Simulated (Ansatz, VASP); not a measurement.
**MgO in VASP and in Ansatz**

Contents of INCAR:

```
PREC = Accurate
ENCUT = 840
EDIFF = 1E-6
ISMEAR = 0
SIGMA = 0.05
LREAL = F
LASPH = T
NELM = 120
ALGO = Normal
ISIF = 2
LWAVE = F
LCHARG = F
GGA = PS
NBANDS = 24
GGA_COMPAT = F
```

Contents of KPOINTS:

```
regular mesh
0
Gamma
  9 9 6
```

The input POSCAR:

```
MgO
1.0
    3.3200000000      0.0000000000      0.0000000000
   -1.6600000000      2.8752043406      0.0000000000
    0.0000000000      0.0000000000      4.0549000000
Mg O
2 2
Direct
    0.6666666667      0.3333333333      0.7500000000
    0.3333333333      0.6666666667      0.2500000000
    0.6666666667      0.3333333333      0.2500000000
    0.3333333333      0.6666666667      0.7500000000
```

Input for Ansatz:

```yaml
crystal:
  lattice:
    - [3.32, 0.0, 0.0]
    - [-1.66, 2.8752043406, 0.0]
    - [0.0, 0.0, 4.0549]
  atoms:
    - { symbol: Mg, position: [0.6666666667, 0.3333333333, 0.75] }
    - { symbol: Mg, position: [0.3333333333, 0.6666666667, 0.25] }
    - { symbol: O, position: [0.6666666667, 0.3333333333, 0.25] }
    - { symbol: O, position: [0.3333333333, 0.6666666667, 0.75] }
basis:
  ecutwfc: 520.0
kpoints:
  mp_grid: { grid: [9, 9, 6] }
hamiltonian:
  xc: pbesol
  pseudopotentials: { kind: paw, azcp: { folder: soft_1 } }
scf:
  occupations: { method: gaussian, width: 0.05 }
output:
  forces: true
  stress: true
  eigenvalues: true
```

Alike in both runs: task single point; functional PBEsol; k mesh 9 × 9 × 6; occupations gaussian, width 0.05 eV; no spin polarisation.

|  | VASP | Ansatz |
| --- | --- | --- |
| version | VASP 6.6.1 | Ansatz 0.2.0 |
| potentials or method | VASP PAW PBE potentials, release 64 (Mg_sv, O), cutoff 840 eV | scalar-relativistic, plane waves, PAW |
| valence electrons in the cell | 32 | 32 |

|  | VASP | Ansatz | Ansatz less VASP |
| --- | --- | --- | --- |
| gap on the k mesh at the Fermi level (eV) | 3.97 | 3.97 | +0.003 |
| least direct gap on the mesh (eV) | 3.97 | 3.97 | +0.003 |
| pressure (GPa) | 23.7 | 23.4 | -0.33 |
| traceless stress, the component that is largest in VASP (GPa) | -2.68 | -2.68 | -0.003 |

VASP's potentials were made for PBE, not for PBEsol, and Ansatz warns of the same on its side. The functional is the same, so the differences come from potentials, cutoffs and numerics.
